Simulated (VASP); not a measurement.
Wanted: the native input for a VASP 6.6.1 run.

```
Task                   : relaxation of cell and atoms
Functional             : PBE
Potentials or basis    : VASP PAW PBE potentials, release 64 (Zn, Si, N)
Cutoff                 : 600 eV
k mesh                 : 18 × 18 × 6
Occupations            : gaussian, width 0.1 eV
Spin                   : collinear spin, ferromagnetic start
Starting moments       : [0.0, 0.0, 0.0, 1.0] μB
Dipole correction      : no
Further INCAR settings : ALGO = Normal; EDIFF = 1e-07; IBRION = 2; EDIFFG = -0.01; NSW = 100; ISIF = 3
```

The structure of Zn2SiN lies in POSCAR:

```
Zn2SiN
1.0
    2.9277108621      0.0000000000      0.0000000000
   -1.4638554311      2.5354719815      0.0000000000
    0.0000000000      0.0000000000      8.4990281903
Zn Si N
2 1 1
Direct
    0.0000000000      0.0000000000      0.2827616471
    0.0000000000      0.0000000000      0.7172383529
    0.0000000000      0.0000000000      0.0000000000
    0.0000000000      0.0000000000      0.5000000000
```

The cell was built from a structure type or drawn by symmetry, and may not be a known phase.

The input as run:

INCAR

```
PREC = Accurate
ENCUT = 600
EDIFF = 1E-7
ISMEAR = 0
SIGMA = 0.1
LREAL = False
LASPH = True
NELM = 200
ALGO = Normal
ISIF = 3
LWAVE = False
LCHARG = False
ISPIN = 2
MAGMOM = 0 0 0 1
LORBIT = 11
GGA = PE
IBRION = 2
NSW = 100
EDIFFG = -0.01
GGA_COMPAT = False
NELMIN = 4
KPAR = 4
```

KPOINTS

```
Automatic mesh
0
Gamma
  18 18 6
```

Potentials or basis: VASP PAW PBE potentials, release 64 (Zn, Si, N).

The run is started by

```console
$ cat potpaw_PBE.64/Zn/POTCAR potpaw_PBE.64/Si/POTCAR potpaw_PBE.64/N/POTCAR > POTCAR
$ mpirun -np 4 vasp_std > vasp.out
```

Results of the run:

* Relaxed volume: 15.80 Å³/atom
* Relaxed cell: a = 2.926 Å, b = 2.926 Å, c = 8.525 Å, α = 90.00°, β = 90.00°, γ = 120.00°
* Space group after relaxing (to 0.1 Å): P6/mmm (No. 191)
* Energy gained by relaxing: 0.2 meV/atom
* Ionic steps: 5
* Pressure after relaxing: -0.1 GPa
* Largest force after relaxing: 0.003 eV/Å
* Net moment: 1.22 μB per cell
* Site moments: Zn +0.01; Si -0.01; N +0.89 μB
* Valence electrons inside the program's atomic spheres: Zn 10.85; Si 1.55; N 3.52

It took 4.4 min on 4 MPI ranks on Intel(R) Xeon(R) 6975P-C (Granite Rapids), on a shared host, peak memory 0.51 GiB a rank.
